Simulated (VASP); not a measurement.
Set up this calculation in VASP 6.6.1, as the native input.

```yaml
Task: single point
Functional: PBEsol
Dispersion: D3(BJ)
Potentials_or_basis: VASP PAW PBE potentials, release 64 (Ga_d, Sb)
Cutoff: 520 eV
k_mesh: 12 × 12 × 12
Occupations: gaussian, width 0.15 eV
Spin: no spin polarisation
Dipole_correction: no
Further_INCAR_settings: ALGO = Normal; EDIFF = 1e-06; NBANDS = 22
```

The structure of GaSb3 lies in POSCAR:

```
GaSb3
1.0
    0.0000000000      3.5855047185      3.5855047185
    3.5855047185      0.0000000000      3.5855047185
    3.5855047185      3.5855047185      0.0000000000
Ga Sb
1 3
Direct
    0.0000000000      0.0000000000      0.0000000000
    0.2674312977      0.2325687023      0.2674312977
    0.7674312977      0.7325687023      0.7674312977
    0.5174312977      0.4825687023      0.5174312977
```

This cell differs from its parent crystal: all Sb atoms moved +0.125 Å, as atom 2 along Cartesian [0 1 0].

These files were run (other wordings do the same):

INCAR

```
ALGO = Normal
EDIFF = 1E-6
ENCUT = 520
GGA = PS
ISIF = 2
ISMEAR = 0
IVDW = 12
LASPH = T
LCHARG = T
LELF = T
LREAL = F
LVHAR = T
LWAVE = F
NBANDS = 22
NELM = 80
PREC = Accurate
SIGMA = 0.15
```

KPOINTS

```
k-points
0
Gamma
  12 12 12
```

Potentials or basis: VASP PAW PBE potentials, release 64 (Ga_d, Sb).

Launch:

```sh
$ cat potpaw_PBE.64/Ga_d/POTCAR potpaw_PBE.64/Sb/POTCAR > POTCAR
$ mpirun -np 1 vasp_std > vasp.out
```

Results of the run:

The pressure is 0.7 GPa, the largest force is 0.266 eV/Å and the band gap on the k mesh is zero (band 14 reaches 10.45 eV, above the bottom of band 15 at 6.21 eV). The dispersion energy per atom is -0.493 eV.

Caveat: the cell differs from its parent crystal (all Sb atoms moved +0.125 Å, as atom 2 along Cartesian [0 1 0]); the PAW data sets were made with another functional, which shifts forces and pressure a little; spin-orbit coupling is left out, which moves the levels of the heavy elements; pairwise dispersion overbinds metals, which lowers pressure and volume.

Run time: 4.3 min on 1 thread of Intel(R) Xeon(R) Platinum 8259CL CPU @ 2.50GHz (Skylake/Cascade Lake), on a shared host, peak memory 0.47 GiB.
